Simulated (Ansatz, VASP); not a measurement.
One calculation of Re, two programs

INCAR

```
SYSTEM = Re
PREC = Accurate
ENCUT = 520
EDIFF = 1E-8
ISMEAR = -1
SIGMA = 0.03
LREAL = .False.
LASPH = .True.
NELM = 100
ALGO = Normal
ISIF = 2
LWAVE = .False.
LCHARG = .False.
LEFG = .True.
NBANDS = 10
```

The input KPOINTS:

```
regular mesh
0
Gamma
  14 14 14
  0 0 0
```

Contents of POSCAR:

```
Re
1.0
    0.0000000000      1.9815615100      1.9815615100
    1.9815615100      0.0000000000      1.9815615100
    1.9815615100      1.9815615100      0.0000000000
Re
1
Direct
    0.0000000000      0.0000000000      0.0000000000
```

Input for Ansatz:

```yaml
crystal:
  lattice:
    - [0.0, 1.98156151, 1.98156151]
    - [1.98156151, 0.0, 1.98156151]
    - [1.98156151, 1.98156151, 0.0]
  atoms:
    - { symbol: Re, position: [0.0, 0.0, 0.0] }
kpoints:
  mp_grid: { grid: [14, 14, 14] }
scf:
  occupations: { method: fermi_dirac, width: 0.03 }
hamiltonian:
  xc: lda
  pseudopotentials: { kind: paw }
output:
  forces: true
  stress: true
  eigenvalues: true
  efg: { contact_densities: true }
  write_density: true
  write_potential: true
  elf: true
  volumetric_format: npy
```

Change from the starting cell: volume scaled by 1.01, PAW files.

Alike in both runs: task electric field gradients; functional LDA; k mesh 14 × 14 × 14; occupations fermi-dirac, width 0.03 eV; no spin polarisation.

|  | VASP | Ansatz |
| --- | --- | --- |
| version | VASP 6.6.1 | Ansatz 0.2.0 |
| potentials or method | VASP PAW LDA potentials, release 64 (Re) | PAW with Ansatz's default frozen-core files, scalar-relativistic |
| plane-wave cutoff (eV) | 520 | 420 |
| valence electrons in the cell | 7 | 15 |

|  | VASP | Ansatz | Ansatz less VASP |
| --- | --- | --- | --- |
| pressure (GPa) | -26.1 | -26.7 | -0.61 |

LDA's correlation is that of Perdew and Zunger in VASP and of Perdew and Wang (1992) in Ansatz. VASP's potentials hold 7 valence electrons a cell and Ansatz's 15, so a difference there can come from the potentials and not from the codes.

Spin-orbit coupling is off throughout.
